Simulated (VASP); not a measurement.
# Y in VASP: further runs

Y is run at these levels: r2SCAN; tasks: single point.

All numbers are computed with VASP 6.6.1; they aren't measurements. Logs are shortened: lines on timing, memory, paths and dates and some standing lists are left out, and cuts for length are marked.

### Step 1. The cell of the first run

It takes space group Fm-3m (No. 225, cubic). The conventional cell has a = 4.572 Å, b = 4.572 Å, c = 4.572 Å, α = 90.00°, β = 90.00°, γ = 90.00°. Within 4.3 Å of Y (site symmetry m-3m) lie 12 Y at 3.23 Å.

### Step 2. Single point, r2SCAN (strain -0.080 along x and y, -0.080 along z)

Input file POSCAR:

```
Y
1.0
    0.0000000000      2.2862000000      2.2862000000
    2.2862000000      0.0000000000      2.2862000000
    2.2862000000      2.2862000000      0.0000000000
Y
1
Direct
    0.0000000000      0.0000000000      0.0000000000
```

Input file INCAR.step1:

```
SYSTEM = Y
ALGO = Normal ; EDIFF = 1E-4
ENCUT = 520 ; GGA = PE
ISMEAR = 0 ; LASPH = .TRUE.
LCHARG = .FALSE. ; LREAL = .FALSE.
LWAVE = .TRUE. ; NBANDS = 12
NELM = 80 ; PREC = Accurate
SIGMA = 0.15
```

Input file INCAR.step2:

```
SYSTEM = Y
ALGO = Normal ; EDIFF = 1E-7
ENCUT = 520 ; ISIF = 2
ISMEAR = 0 ; ISTART = 1
LASPH = .TRUE. ; LCHARG = .FALSE.
LMIXTAU = .TRUE. ; LREAL = .FALSE.
LWAVE = .FALSE. ; METAGGA = R2SCAN
NBANDS = 12 ; NELM = 80
PREC = Accurate ; SIGMA = 0.15
```

Input file KPOINTS:

```
k-points
0
G
  16 16 16
  0 0 0
```

Potentials or basis: VASP PAW PBE potentials, release 64 (Y_sv).

Started as:

```bash
cat potpaw_PBE.64/Y_sv/POTCAR > POTCAR
cp INCAR.step1 INCAR
mpirun -np 1 vasp_std > vasp.out
cp INCAR.step2 INCAR
mpirun -np 1 vasp_std > vasp.out
```

OUTCAR:

```text
SYSTEM = Y
   EDIFF = 1E-7
   ENCUT = 520
   ISIF = 2
   ISMEAR = 0
   ISTART = 1
   LASPH = .TRUE.
   LREAL = .FALSE.
   METAGGA = R2SCAN
   NELM = 80
   PREC = Accurate

 ion  position               nearest neighbor table
   1  0.000  0.000  0.000-

  LATTYP: Found a face centered cubic cell.
 ALAT       =     4.5724000000

  Lattice vectors:

 A1 = (   0.0000000000,   2.2862000000,   2.2862000000)
 A2 = (   2.2862000000,   0.0000000000,   2.2862000000)
 A3 = (   2.2862000000,   2.2862000000,   0.0000000000)

Analysis of symmetry for initial positions (statically):
=====================================================================
 Subroutine PRICEL returns:
 Original cell was already a primitive cell.

 Routine SETGRP: Setting up the symmetry group for a
 face centered cubic supercell.

 Subroutine GETGRP returns: Found 48 space group operations
 (whereof 48 operations were pure point group operations)
 out of a pool of 48 trial point group operations.

The static configuration has the point symmetry O_h .

Analysis of symmetry for dynamics (positions and initial velocities):
=====================================================================
 Subroutine PRICEL returns:
 Original cell was already a primitive cell.

 Routine SETGRP: Setting up the symmetry group for a
 face centered cubic supercell.

 Subroutine GETGRP returns: Found 48 space group operations
 (whereof 48 operations were pure point group operations)
 out of a pool of 48 trial point group operations.

The dynamic configuration has the point symmetry O_h .

 Subroutine INISYM returns: Found 48 space group operations
 (whereof 48 operations are pure point group operations),
 and found     1 'primitive' translations

----------------------------------------------------------------------------------------

                                     Primitive cell

  volume of cell :      23.8986

  direct lattice vectors                    reciprocal lattice vectors
     0.000000000  2.286200000  2.286200000    -0.218703526  0.218703526  0.218703526
     2.286200000  0.000000000  2.286200000     0.218703526 -0.218703526  0.218703526
     2.286200000  2.286200000  0.000000000     0.218703526  0.218703526 -0.218703526

  length of vectors
     3.233175046  3.233175046  3.233175046     0.378805618  0.378805618  0.378805618

  position of ions in fractional coordinates (direct lattice)
[... 83 lines left out ...]
   ISIF   =      2    stress and relaxation
   ISYM   =      2    0-nonsym 1-usesym 2-fastsym
   POTIM  = 0.5000    time-step for ionic-motion
   TEBEG  =    0.0;   TEEND  =   0.0 temperature during run
   PSTRESS=    0.0 pullay stress
   NELECT =      11.0000    total number of electrons
   NUPDOWN=      -1.0000    fix difference up-down
   EMIN   =  10.00;   EMAX   =-10.00  energy-range for DOS
   EFERMI =   0.00;   METHOD = LEGACY
   ISMEAR =     0;   SIGMA  =   0.15  broadening in eV -4-tet -1-fermi 0-gaus
   EFERMI_NEDOS =   21; number of points for ismear=-14 and -15
   IALGO  =     38    algorithm
   IMIX   =      4    mixing-type and parameters
     AMIX     =   0.40;   BMIX     =  1.00
     AMIX_MAG =   1.60;   BMIX_MAG =  1.00
  volume/ion in A,a.u.               =      23.90       161.28
  Fermi-wavevector in a.u.,A,eV,Ry     =   1.264003  2.388620 21.738084  1.597704
  Thomas-Fermi vector in A             =   2.397331
   LORBIT       =      0    0 simple, 1 ext, 2 COOP (PROOUT), +10 PAW based schemes
   METAGGA = R2SCAN    functional components
   LHFCALC =     F    Hartree Fock is set to
   AEXX    =    0.0000 exact exchange contribution
   IVDW    =     0    specifies the selected vdW correction
   LEPSILON=     F    determine dielectric tensor
   LRPA    =     F    only Hartree local field effects (RPA)
 non-spin polarized calculation
 Gauss-broadening in eV      SIGMA  =   0.15
  energy-cutoff  :      520.00
  volume of cell :       23.90
 maximum number of plane-waves:       660
   NGX = 13   NGY = 13   NGZ = 13

 number of electron      11.0000001 magnetization

 Free energy of the ion-electron system (eV)
  ---------------------------------------------------
  ext. energy  EPLUGINS =         0.00000000
  ---------------------------------------------------
  free energy    TOTEN  =       -19.75347519 eV

  energy without entropy =      -19.74068947  energy(sigma->0) =      -19.74708233

 E-fermi :   4.7873     XC(G=0): -11.5153

 val. band max:        4.7569019097   @ k =   0.3750   0.1875   0.0000
 cond. band min:       4.7919119351   @ k =  -0.3125   0.3750   0.1875
 fundamental gap:      0.0350100254
 Fermi energy:         4.7873148753

 k-point     1 :       0.0000    0.0000    0.0000
  band No.  band energies     occupation
      1     -38.7626      2.00000
      2     -17.3772      2.00000
      3     -17.3772      2.00000
      4     -17.3772      2.00000
      5      -0.3787      2.00000
      6       7.1536      0.00000
      7       7.1536      0.00000
      8       7.1536      0.00000
      9      10.1809      0.00000
     10      10.1809      0.00000
     11      14.9468      0.00000
     12      19.6089      0.00000
[... 331 lines left out ...]
 k-point    24 :      -0.0625    0.0625    0.0000
  band No.  band energies     occupation
      1     -38.7380      2.00000
      2     -17.5349      2.00000
      3     -17.4199      2.00000
      4     -17.3858      2.00000
      5       0.0038      2.00000
      6       6.6986      0.00000
      7       7.3217      0.00000
      8       7.3438      0.00000
      9       9.7529      0.00000
     10      10.1364      0.00000
     11      15.8388      0.00000
     12      18.5551      0.00000

 [... further k-points ...]

------------------------ aborting loop because EDIFF is reached ----------------------------------------

  FORCE on cell =-STRESS in cart. coord.  units (eV):
  Direction    XX          YY          ZZ          XY          YZ          ZX
  --------------------------------------------------------------------------------------
  -------------------------------------------------------------------------------------
  Total        3.0489264      3.0489264      3.0489264      0.0000000     -0.0000000      0.0000000
  in kB      204.4018706    204.4018706    204.4018706      0.0000000     -0.0000000      0.0000000
  external PRESSURE =     204.4018706 kB  Pullay stress =       0.0000000 kB

 VOLUME and BASIS-vectors are now :
 -----------------------------------------------------------------------------
  energy-cutoff  :      520.00
  volume of cell :       23.90
      direct lattice vectors                 reciprocal lattice vectors
     0.000000000  2.286200000  2.286200000    -0.218703526  0.218703526  0.218703526
     2.286200000  0.000000000  2.286200000     0.218703526 -0.218703526  0.218703526
     2.286200000  2.286200000  0.000000000     0.218703526  0.218703526 -0.218703526

 POSITION                                       TOTAL-FORCE (eV/Angst)
 -----------------------------------------------------------------------------------
      0.00000      0.00000      0.00000        -0.000000      0.000000      0.000000
 -----------------------------------------------------------------------------------
    total drift:                               -0.000000     -0.000000     -0.000000

  FREE ENERGIE OF THE ION-ELECTRON SYSTEM (eV)
  ---------------------------------------------------
  free  energy   TOTEN  =       -19.7534751916 eV

  energy  without entropy=      -19.7406894739  energy(sigma->0) =      -19.74708233
```

OSZICAR.step1:

```text
N       E                     dE             d eps       ncg     rms          rms(c)
DAV:   1     0.279854328106E+02    0.27985E+02   -0.57981E+03  3488   0.869E+02
DAV:   2    -0.476506107980E+01   -0.32750E+02   -0.31676E+02  4164   0.176E+02
DAV:   3    -0.604936544334E+01   -0.12843E+01   -0.12667E+01  4752   0.230E+01
DAV:   4    -0.607470082144E+01   -0.25335E-01   -0.25323E-01  3884   0.308E+00
DAV:   5    -0.607517150851E+01   -0.47069E-03   -0.47067E-03  4392   0.299E-01    0.268E+01
DAV:   6    -0.599341019866E+01    0.81761E-01   -0.16873E-01  4040   0.280E+00    0.163E+01
DAV:   7    -0.600881959380E+01   -0.15409E-01   -0.24183E-01  4444   0.340E+00    0.147E+00
DAV:   8    -0.600559658685E+01    0.32230E-02   -0.28330E-02  3780   0.138E+00    0.265E-01
DAV:   9    -0.600550510309E+01    0.91484E-04   -0.72066E-04  4212   0.210E-01
   1 F= -.60055051E+01 E0= -.59987986E+01  d E =-.134129E-01
```

It took 5.6 min on 1 thread of AMD EPYC 7R43 (Zen 3), shared host; peak memory 0.15 GiB.

What came out:

* Free energy: -19.7535 eV
* Pressure: 20.4 GPa

Caveat: the cell differs from its parent crystal (strain -0.080 along x and y, -0.080 along z); the PAW data sets were made with another functional, which shifts forces and pressure a little.

### Step 3. Single point, r2SCAN (strain -0.040 along x and y, -0.040 along z)

Input file POSCAR:

```
Y
1.0
    0.0000000000      2.3856000000      2.3856000000
    2.3856000000      0.0000000000      2.3856000000
    2.3856000000      2.3856000000      0.0000000000
Y
1
Direct
    0.0000000000      0.0000000000      0.0000000000
```

Input file INCAR.step1:

```
SYSTEM = Y
  PREC = Accurate
  ENCUT = 520
  ISMEAR = 0
  SIGMA = 0.15
  LREAL = .FALSE.
  LASPH = .TRUE.
  NELM = 100
  NBANDS = 12
  GGA = PE
  ALGO = Normal
  EDIFF = 1E-4
  LWAVE = .TRUE.
  LCHARG = .FALSE.
```

Input file INCAR.step2:

```
SYSTEM = Y
  PREC = Accurate
  ENCUT = 520
  EDIFF = 1E-6
  ISMEAR = 0
  SIGMA = 0.15
  LREAL = .FALSE.
  LASPH = .TRUE.
  NELM = 100
  ALGO = Normal
  ISIF = 2
  LWAVE = .FALSE.
  LCHARG = .FALSE.
  METAGGA = R2SCAN
  LMIXTAU = .TRUE.
  NBANDS = 12
  ISTART = 1
```

Input file KPOINTS:

```
regular mesh
0
G
  16 16 16
  0 0 0
```

Potentials or basis: VASP PAW PBE potentials, release 64 (Y_sv).

Started as:

```bash
cat potpaw_PBE.64/Y_sv/POTCAR > POTCAR
cp INCAR.step1 INCAR
mpirun -np 1 vasp_std > vasp.out
cp INCAR.step2 INCAR
mpirun -np 1 vasp_std > vasp.out
```

It took 6.2 min on 1 thread of AMD EPYC 7R43 (Zen 3), shared host; peak memory 0.18 GiB.

The run converged. Its results:

- Free energy: -20.0591 eV
- Pressure: 10.3 GPa

Levels at points of the mesh, in eV from the Fermi level:
```
           k point  band 2  band 3  band 4  band 5  band 6  band 7  band 8  band 9
(0.00, 0.00, 0.00)  -22.61  -22.61  -22.61   -5.18    2.24    2.24    2.24    4.87
(0.50, 0.00, 0.00)  -23.67  -22.74  -22.74   -2.23    1.14    1.98    1.98    6.70
(0.50, 0.50, 0.00)  -23.59  -22.97  -22.97   -2.30   -1.25    3.05    6.75    7.23
```

Caveat: the cell differs from its parent crystal (strain -0.040 along x and y, -0.040 along z); the PAW data sets were made with another functional, which shifts forces and pressure a little.

[end of part 1 of 2]
